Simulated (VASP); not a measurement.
# Cs (Im-3m) in VASP: a series of runs, part 2 of 2

VASP 6.6.1. The steps go on from the part before.

## Step 3: Electric field gradients, r2SCAN (127.38 Å³/atom)

This run uses another cell than the first one, of 127.38 Å³/atom.

POSCAR

```
Cs
1.0
   -3.1696337965      3.1696337965      3.1696337965
    3.1696337965     -3.1696337965      3.1696337965
    3.1696337965      3.1696337965     -3.1696337965
Cs
1
Direct
    0.0000000000      0.0000000000      0.0000000000
```

INCAR.step1

```
PREC     = Accurate       # precision mode
ENCUT    = 520            # plane-wave cutoff, eV
ISMEAR   = -1             # smearing method
SIGMA    = 0.03           # smearing width, eV
LREAL    = False          # projectors in reciprocal space
LASPH    = True           # aspherical terms in the spheres
NELM     = 80             # most SCF steps
NBANDS   = 10             # bands
GGA      = PE             # functional
ALGO     = Normal         # electronic algorithm
EDIFF    = 1E-4           # SCF threshold, eV
LWAVE    = True           # write WAVECAR
LCHARG   = False          # write CHGCAR
```

INCAR.step2

```
PREC     = Accurate       # precision mode
ENCUT    = 520            # plane-wave cutoff, eV
EDIFF    = 1E-8           # SCF threshold, eV
ISMEAR   = -1             # smearing method
SIGMA    = 0.03           # smearing width, eV
LREAL    = False          # projectors in reciprocal space
LASPH    = True           # aspherical terms in the spheres
NELM     = 80             # most SCF steps
ALGO     = Normal         # electronic algorithm
ISIF     = 2              # what is computed and relaxed
LWAVE    = False          # write WAVECAR
LCHARG   = False          # write CHGCAR
METAGGA  = R2SCAN         # meta-GGA
LMIXTAU  = True         
LEFG     = True         
NBANDS   = 10             # bands
ISTART   = 1
```

KPOINTS

```
regular mesh
0
Gamma
  9 9 9
```

Potentials or basis: VASP PAW PBE potentials, release 64 (Cs_sv).

On the command line:

```sh
$ cat potpaw_PBE.64/Cs_sv/POTCAR > POTCAR
$ cp INCAR.step1 INCAR
$ mpirun -np 1 vasp_std > vasp.out
$ cp INCAR.step2 INCAR
$ mpirun -np 1 vasp_std > vasp.out
```

OUTCAR:

```text
PREC = Accurate
   ENCUT = 520
   EDIFF = 1E-8
   ISMEAR = -1
   LREAL = False
   LASPH = True
   NELM = 80
   ISIF = 2
   METAGGA = R2SCAN
   ISTART = 1

 ion  position               nearest neighbor table
   1  0.000  0.000  0.000-

  LATTYP: Found a body centered cubic cell.
 ALAT       =     6.3392675930

  Lattice vectors:

 A1 = (  -3.1696337965,   3.1696337965,   3.1696337965)
[... 519 lines left out ...]
    total drift:                               -0.000000      0.000000     -0.000000

  FREE ENERGIE OF THE ION-ELECTRON SYSTEM (eV)
  ---------------------------------------------------
  free  energy   TOTEN  =       -25.0220404310 eV

  energy  without entropy=      -25.0186411883  energy(sigma->0) =      -25.02034081

 Electric field gradients (V/A^2)
---------------------------------------------------------------------
 ion       V_xx      V_yy      V_zz      V_xy      V_xz      V_yz
---------------------------------------------------------------------
   1      -0.000    -0.000     0.000    -0.000    -0.000    -0.000
---------------------------------------------------------------------

 Electric field gradients after diagonalization (V/A^2)
 (convention: |V_zz| > |V_xx| > |V_yy|)
----------------------------------------------------------------------
 ion       V_xx      V_yy      V_zz     asymmetry (V_yy - V_xx)/ V_zz
----------------------------------------------------------------------
   1       0.000     0.000    -0.001       0.000
----------------------------------------------------------------------

           NMR quadrupolar parameters

 Cq : quadrupolar parameter    Cq=e*Q*V_zz/h
 eta: asymmetry parameters     (V_yy - V_xx)/ V_zz
 Q  : nuclear electric quadrupole moment in mb (millibarn)
----------------------------------------------------------------------
 ion       Cq(MHz)       eta       Q (mb)
----------------------------------------------------------------------
   1      -0.000       0.000       1.000
----------------------------------------------------------------------
```

OUTCAR.step1:

```text
PREC = Accurate
   ENCUT = 520
   ISMEAR = -1
   LREAL = False
   LASPH = True
   NELM = 80
[... 527 lines left out ...]
 POSITION                                       TOTAL-FORCE (eV/Angst)
 -----------------------------------------------------------------------------------
      0.00000      0.00000      0.00000         0.000000     -0.000000      0.000000
 -----------------------------------------------------------------------------------
    total drift:                               -0.000000      0.000000      0.000000

  FREE ENERGIE OF THE ION-ELECTRON SYSTEM (eV)
  ---------------------------------------------------
  free  energy   TOTEN  =        -0.8490415660 eV

  energy  without entropy=       -0.8452391451  energy(sigma->0) =       -0.84714036
```

OSZICAR.step1:

```text
N       E                     dE             d eps       ncg     rms          rms(c)
DAV:   1     0.530198958384E+02    0.53020E+02   -0.28160E+03   700   0.616E+02
DAV:   2     0.446398666419E+01   -0.48556E+02   -0.47267E+02   960   0.105E+02
DAV:   3    -0.764946198095E+00   -0.52289E+01   -0.52256E+01   814   0.406E+01
DAV:   4    -0.846101129655E+00   -0.81155E-01   -0.81145E-01   872   0.589E+00
DAV:   5    -0.846567053147E+00   -0.46592E-03   -0.46591E-03  1024   0.417E-01    0.131E-01
DAV:   6    -0.847595930496E+00   -0.10289E-02   -0.12428E-03   842   0.169E-01    0.935E-02
DAV:   7    -0.848970421588E+00   -0.13745E-02   -0.38840E-03   780   0.309E-01    0.338E-02
DAV:   8    -0.849041566040E+00   -0.71144E-04   -0.12149E-04   786   0.668E-02
   1 F= -.84904157E+00 E0= -.84714036E+00  d E =-.380242E-02
```

Wall time 3.9 min (1 thread of Intel Xeon Platinum 8375C at 2.90GHz (Ice Lake), shared host); peak memory 0.3 GiB.

Results:

```yaml
Free_energy: -25.0220 eV
Pressure: -0.1 GPa
Band_gap_on_the_k_mesh: zero (an odd number of electrons rules out a gap without spin polarisation)
Largest_electric_field_gradient_by_atom: under 0.05 V/Å² on every atom
```

Caveat: the PAW data sets were made with another functional, which shifts forces and pressure a little; spin-orbit coupling is left out, which moves the levels of the heavy elements.
